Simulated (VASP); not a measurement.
# SiC (F-43m) in VASP: a series of runs

SiC is run at these levels: LDA; tasks: single point, relaxation of cell and atoms.

Program: VASP 6.6.1. These are calculated values, not measurements. Logs are shortened: lines on timing, memory, paths and dates and some standing lists are left out, and cuts for length are marked.

## (1) The cell of the first run

It takes space group F-43m (No. 216, cubic). The conventional cell has a = 4.329 Å, b = 4.329 Å, c = 4.329 Å, α = 90.00°, β = 90.00°, γ = 90.00°. Si (site symmetry -43m) has 4 C at 1.87 Å within 2.5 Å. Within 2.5 Å of C (site symmetry -43m) lie 4 Si at 1.87 Å.

## (2) Single point, LDA

The input, INCAR:

```
SYSTEM = SiC
PREC = Accurate
ENCUT = 520
EDIFF = 1E-7
ISMEAR = 0
SIGMA = 0.02
LREAL = .FALSE.
LASPH = .TRUE.
NELM = 80
ALGO = Normal
ISIF = 2
LWAVE = .FALSE.
LCHARG = .FALSE.
NBANDS = 11
```

The input, KPOINTS:

```
regular mesh
0
G
  10 10 10
  0 0 0
```

The input, POSCAR:

```
SiC
1.0
    0.0000000000      2.1645570079      2.1645570079
    2.1645570079      0.0000000000      2.1645570079
    2.1645570079      2.1645570079      0.0000000000
Si C
1 1
Direct
    0.7500000000      0.7500000000      0.7500000000
    0.0000000000      0.0000000000      0.0000000000
```

Potentials or basis: VASP PAW LDA potentials, release 64 (Si, C).

Command:

```console
> cat potpaw_LDA.64/Si/POTCAR potpaw_LDA.64/C/POTCAR > POTCAR
> mpirun -np 1 vasp_std > vasp.out
```

OUTCAR:

```text
SYSTEM = SiC
   PREC = Accurate
   ENCUT = 520
   EDIFF = 1E-7
   ISMEAR = 0
   LREAL = .FALSE.
   LASPH = .TRUE.
   NELM = 80
   ISIF = 2

 ion  position               nearest neighbor table
   1  0.750  0.750  0.750-   2 1.87   2 1.87   2 1.87   2 1.87
   2  0.000  0.000  0.000-   1 1.87   1 1.87   1 1.87   1 1.87

  LATTYP: Found a face centered cubic cell.
 ALAT       =     4.3291140158

  Lattice vectors:

 A1 = (   0.0000000000,   2.1645570079,   2.1645570079)
 A2 = (   2.1645570079,   0.0000000000,   2.1645570079)
 A3 = (   2.1645570079,   2.1645570079,   0.0000000000)

Analysis of symmetry for initial positions (statically):
=====================================================================
 Subroutine PRICEL returns:
 Original cell was already a primitive cell.

 Routine SETGRP: Setting up the symmetry group for a
 face centered cubic supercell.

 Subroutine GETGRP returns: Found 24 space group operations
 (whereof 24 operations were pure point group operations)
 out of a pool of 48 trial point group operations.

The static configuration has the point symmetry T_d .

Analysis of symmetry for dynamics (positions and initial velocities):
=====================================================================
 Subroutine PRICEL returns:
 Original cell was already a primitive cell.

 Routine SETGRP: Setting up the symmetry group for a
 face centered cubic supercell.

 Subroutine GETGRP returns: Found 24 space group operations
 (whereof 24 operations were pure point group operations)
 out of a pool of 48 trial point group operations.

The dynamic configuration has the point symmetry T_d .

 Subroutine INISYM returns: Found 24 space group operations
 (whereof 24 operations are pure point group operations),
 and found     1 'primitive' translations

----------------------------------------------------------------------------------------

                                     Primitive cell

  volume of cell :      20.2832

  direct lattice vectors                    reciprocal lattice vectors
     0.000000000  2.164557008  2.164557008    -0.230994147  0.230994147  0.230994147
     2.164557008  0.000000000  2.164557008     0.230994147 -0.230994147  0.230994147
     2.164557008  2.164557008  0.000000000     0.230994147  0.230994147 -0.230994147

  length of vectors
     3.061145877  3.061145877  3.061145877     0.400093599  0.400093599  0.400093599

  position of ions in fractional coordinates (direct lattice)
     0.750000000  0.750000000  0.750000000
     0.000000000  0.000000000  0.000000000

  ion indices of the primitive-cell ions
   primitive index   ion index
                 1           1
                 2           2

----------------------------------------------------------------------------------------

 KPOINTS: regular mesh

Automatic generation of k-mesh.
 Grid dimensions read from file:
 generate k-points for:   10   10   10

 Generating k-lattice:

  Cartesian coordinates                     Fractional coordinates (reciprocal lattice)
    -0.023099415  0.023099415  0.023099415     0.100000000  0.000000000  0.000000000
     0.023099415 -0.023099415  0.023099415     0.000000000  0.100000000  0.000000000
     0.023099415  0.023099415 -0.023099415     0.000000000  0.000000000  0.100000000

  Length of vectors
     0.040009360  0.040009360  0.040009360

  Shift w.r.t. Gamma in fractional coordinates (k-lattice)
     0.000000000  0.000000000  0.000000000

 Subroutine IBZKPT returns following result:
 ===========================================

 Found     47 irreducible k-points:

 Following reciprocal coordinates:
            Coordinates               Weight
  0.000000  0.000000  0.000000      1.000000
  0.100000  0.000000  0.000000      8.000000
  0.200000  0.000000  0.000000      8.000000
  0.300000  0.000000  0.000000      8.000000
  0.400000  0.000000  0.000000      8.000000
  0.500000  0.000000  0.000000      4.000000
[... 16 lines left out ...]
  0.300000  0.300000  0.000000      6.000000
  0.400000  0.300000  0.000000     24.000000
 [... further k-points ...]
   k-points           NKPTS =     47   k-points in BZ     NKDIM =     47   number of bands    NBANDS=     11
   number of dos      NEDOS =    301   number of ions     NIONS =      2
   total plane-waves  NPLWV =  13824
   dimension x,y,z NGX =    24 NGY =   24 NGZ =   24
   dimension x,y,z NGXF=    48 NGYF=   48 NGZF=   48
   ions per type =               1   1
   NGX,Y,Z   is equivalent  to a cutoff of  13.03, 13.03, 13.03 a.u.
   NGXF,Y,Z  is equivalent  to a cutoff of  26.07, 26.07, 26.07 a.u.
 SYSTEM =  SiC
   PREC   = accura    normal or accurate (medium, high low for compatibility)
   ISTART =      0    job   : 0-new  1-cont  2-samecut
   ICHARG =      2    charge: 1-file 2-atom 10-const
   ISPIN  =      1    spin polarized calculation?
   LNONCOLLINEAR =      F non collinear calculations
   LSORBIT =      F    spin-orbit coupling
   LASPH  =      T    aspherical Exc in radial PAW
   ENCUT  =  520.0 eV  38.22 Ry    6.18 a.u.   5.69  5.69  5.69*2*pi/ulx,y,z
   NELM   =     80;   NELMIN=  2; NELMDL= -5     # of ELM steps
   EDIFF  = 0.1E-06   stopping-criterion for ELM
   LREAL  =      F    real-space projection
   EDIFFG = 0.1E-05   stopping-criterion for IOM
   NSW    =      0    number of steps for IOM
   IBRION =     -1    ionic relax: 0-MD 1-quasi-New 2-CG
   NFREE  =      0    steps in history (QN), initial steepest desc. (CG)
   ISIF   =      2    stress and relaxation
   ISYM   =      2    0-nonsym 1-usesym 2-fastsym
   POTIM  = 0.5000    time-step for ionic-motion
   TEBEG  =    0.0;   TEEND  =   0.0 temperature during run
   PSTRESS=    0.0 pullay stress
   NELECT =       8.0000    total number of electrons
   NUPDOWN=      -1.0000    fix difference up-down
   EMIN   =  10.00;   EMAX   =-10.00  energy-range for DOS
   EFERMI =   0.00;   METHOD = LEGACY
   ISMEAR =     0;   SIGMA  =   0.02  broadening in eV -4-tet -1-fermi 0-gaus
   EFERMI_NEDOS =   21; number of points for ismear=-14 and -15
   IALGO  =     38    algorithm
   IMIX   =      4    mixing-type and parameters
     AMIX     =   0.40;   BMIX     =  1.00
     AMIX_MAG =   1.60;   BMIX_MAG =  1.00
  volume/ion in A,a.u.               =      10.14        68.44
  Fermi-wavevector in a.u.,A,eV,Ry     =   1.200584  2.268774 19.611456  1.441401
  Thomas-Fermi vector in A             =   2.336416
   LORBIT       =      0    0 simple, 1 ext, 2 COOP (PROOUT), +10 PAW based schemes
   GGA     = CA    functional components
   LHFCALC =     F    Hartree Fock is set to
   AEXX    =    0.0000 exact exchange contribution
   IVDW    =     0    specifies the selected vdW correction
   LEPSILON=     F    determine dielectric tensor
   LRPA    =     F    only Hartree local field effects (RPA)
 non-spin polarized calculation
 Gauss-broadening in eV      SIGMA  =   0.02
  energy-cutoff  :      520.00
  volume of cell :       20.28
 maximum number of plane-waves:       568
   NGX = 11   NGY = 11   NGZ = 11

 number of electron       8.0000000 magnetization

 Free energy of the ion-electron system (eV)
  ---------------------------------------------------
  ext. energy  EPLUGINS =         0.00000000
  ---------------------------------------------------
  free energy    TOTEN  =       -16.64250780 eV

  energy without entropy =      -16.64250780  energy(sigma->0) =      -16.64250780

 E-fermi :   8.3864     XC(G=0): -11.6416

 val. band max:        8.2903071735   @ k =   0.0000   0.0000   0.0000
 cond. band min:       9.5777322712   @ k =   0.5000   0.5000   0.0000
 fundamental gap:      1.2874250977
 Fermi energy:         8.3864116636

 k-point     1 :       0.0000    0.0000    0.0000
  band No.  band energies     occupation
      1      -7.1822      2.00000
      2       8.2903      2.00000
      3       8.2903      2.00000
      4       8.2903      2.00000
      5      14.8177      0.00000
      6      15.6205      0.00000
      7      15.6205      0.00000
      8      15.6205      0.00000
      9      22.8660      0.00000
     10      22.8660      0.00000
     11      24.7723      0.00000

 k-point     2 :       0.1000    0.0000    0.0000
  band No.  band energies     occupation
      1      -6.9831      2.00000
      2       7.2894      2.00000
      3       8.1553      2.00000
      4       8.1553      2.00000
      5      14.9878      0.00000
      6      15.8655      0.00000
      7      15.8655      0.00000
      8      15.9583      0.00000
      9      21.8877      0.00000
     10      21.8877      0.00000
     11      24.5276      0.00000

 k-point     3 :       0.2000    0.0000    0.0000
  band No.  band energies     occupation
      1      -6.3938      2.00000
      2       5.1612      2.00000
      3       7.8460      2.00000
      4       7.8460      2.00000
      5      14.6281      0.00000
      6      16.2211      0.00000
      7      16.2211      0.00000
      8      17.1790      0.00000
      9      21.2097      0.00000
     10      21.2097      0.00000
     11      23.6624      0.00000

 k-point     4 :       0.3000    0.0000    0.0000
  band No.  band energies     occupation
      1      -5.4477      2.00000
      2       2.8195      2.00000
      3       7.5281      2.00000
      4       7.5281      2.00000
      5      14.2161      0.00000
      6      16.0654      0.00000
      7      16.0654      0.00000
      8      18.0913      0.00000
      9      22.0426      0.00000
     10      22.0426      0.00000
     11      23.4235      0.00000
[... 239 lines left out ...]
 k-point    22 :      -0.2000    0.2000    0.0000
  band No.  band energies     occupation
      1      -5.1308      2.00000
      2       3.4983      2.00000
      3       5.0159      2.00000
      4       7.6409      2.00000
      5      14.8535      0.00000
      6      16.4059      0.00000
      7      16.6822      0.00000
      8      17.5018      0.00000
      9      19.8236      0.00000
     10      23.7087      0.00000
     11      27.5507      0.00000

 k-point    23 :       0.3000    0.3000    0.0000
  band No.  band energies     occupation
      1      -4.8610      2.00000
      2       3.9793      2.00000
      3       5.8920      2.00000
      4       5.8920      2.00000
      5      11.4158      0.00000
      6      13.8622      0.00000
      7      19.8648      0.00000
      8      19.8648      0.00000
      9      20.8204      0.00000
     10      25.4648      0.00000
     11      30.0657      0.00000

 k-point    24 :       0.4000    0.3000    0.0000
  band No.  band energies     occupation
      1      -3.9667      2.00000
      2       2.7336      2.00000
      3       5.0849      2.00000
      4       5.6266      2.00000
      5      11.1087      0.00000
      6      13.8748      0.00000
      7      19.9883      0.00000
      8      20.2571      0.00000
      9      22.1107      0.00000
     10      26.4367      0.00000
     11      29.7117      0.00000

 [... further k-points ...]
[... 5 lines left out ...]
  --------------------------------------------------------------------------------------
  -------------------------------------------------------------------------------------
  Total        0.0488303      0.0488303      0.0488303     -0.0000000     -0.0000000      0.0000000
  in kB        3.8571147      3.8571147      3.8571147     -0.0000000     -0.0000000      0.0000000
  external PRESSURE =       3.8571147 kB  Pullay stress =       0.0000000 kB

 VOLUME and BASIS-vectors are now :
 -----------------------------------------------------------------------------
  energy-cutoff  :      520.00
  volume of cell :       20.28
      direct lattice vectors                 reciprocal lattice vectors
     0.000000000  2.164557008  2.164557008    -0.230994147  0.230994147  0.230994147
     2.164557008  0.000000000  2.164557008     0.230994147 -0.230994147  0.230994147
     2.164557008  2.164557008  0.000000000     0.230994147  0.230994147 -0.230994147

 POSITION                                       TOTAL-FORCE (eV/Angst)
 -----------------------------------------------------------------------------------
      3.24684      3.24684      3.24684        -0.000000     -0.000000     -0.000000
      0.00000      0.00000      0.00000         0.000000      0.000000      0.000000
 -----------------------------------------------------------------------------------
    total drift:                                0.000000      0.000000      0.000000

  FREE ENERGIE OF THE ION-ELECTRON SYSTEM (eV)
  ---------------------------------------------------
  free  energy   TOTEN  =       -16.6425078041 eV

  energy  without entropy=      -16.6425078041  energy(sigma->0) =      -16.64250780
```

Wall time 14 s (1 thread of Intel Xeon 6975P-C, shared host); peak memory 0.12 GiB.

What came out:

- Free energy: -16.6425 eV
- Pressure: 0.4 GPa
- Band gap on the k mesh: 1.29 eV, indirect (least direct gap 4.52 eV)

## (3) Relaxation of cell and atoms, LDA

This run uses another cell than the first one, of 10.32 Å³/atom, 1.017 times its volume.

The input, INCAR:

```
PREC = Accurate
ENCUT = 600
EDIFF = 1E-6
ISMEAR = 0
SIGMA = 0.02
LREAL = F
LASPH = T
NELM = 80
ALGO = Normal
ISIF = 3
LWAVE = F
LCHARG = F
IBRION = 2
NSW = 100
EDIFFG = -0.005
```

The input, KPOINTS:

```
regular mesh
0
Gamma
  10 10 10
```

The input, POSCAR:

```
SiC
1.0
    0.0000000000      2.1769966200      2.1769966200
    2.1769966200      0.0000000000      2.1769966200
    2.1769966200      2.1769966200      0.0000000000
Si C
1 1
Direct
    0.7500000000      0.7500000000      0.7500000000
    0.0000000000      0.0000000000      0.0000000000
```

Potentials or basis: VASP PAW LDA potentials, release 64 (Si, C).

Command:

```console
> cat potpaw_LDA.64/Si/POTCAR potpaw_LDA.64/C/POTCAR > POTCAR
> mpirun -np 1 vasp_std > vasp.out
```

It took 42 s on 1 thread of Intel Xeon 6975P-C, shared host; peak memory 0.14 GiB.

Results (log left out):

| Property | Result |
| --- | --- |
| Free energy | -16.6451 eV |
| Relaxed volume | 10.15 Å³/atom |
| Relaxed cell | a = 3.062 Å, b = 3.062 Å, c = 3.062 Å, α = 60.00°, β = 60.00°, γ = 60.00° |
| Space group after relaxing (to 0.05 Å) | F-43m (No. 216) |
| Energy gained by relaxing | 1.9 meV/atom |
| Ionic steps | 3 |
| Pressure after relaxing | 0.0 GPa |
| Band gap on the k mesh | 1.29 eV, indirect (least direct gap 4.52 eV) |

Step by step:
```tsv
step	energy change (eV)	largest force (eV/Å)	pressure (GPa)	volume (Å³)
1	0.0000	0.0000	-3.59	20.63
2	0.0006	0.0000	4.11	19.95
3	-0.0038	0.0000	-0.01	20.30
```

Final structure:
```
Si C
1.0
     0.00000    2.16527    2.16527
     2.16527    0.00000    2.16527
     2.16527    2.16527    0.00000
Si C
1 1
Direct
  0.75000 0.75000 0.75000
  0.00000 0.00000 0.00000
```

Levels at points of the mesh, in eV from the valence-band top:
```tsv
k point	band 2	band 3	band 4	band 5	band 6	band 7
(0.00, 0.00, 0.00)	0.00	0.00	0.00	6.52	7.32	7.32
(0.50, 0.00, 0.00)	-8.66	-1.06	-1.06	5.56	7.21	7.21
(0.50, 0.50, 0.00)	-7.87	-3.23	-3.23	1.29	4.26	14.05
```
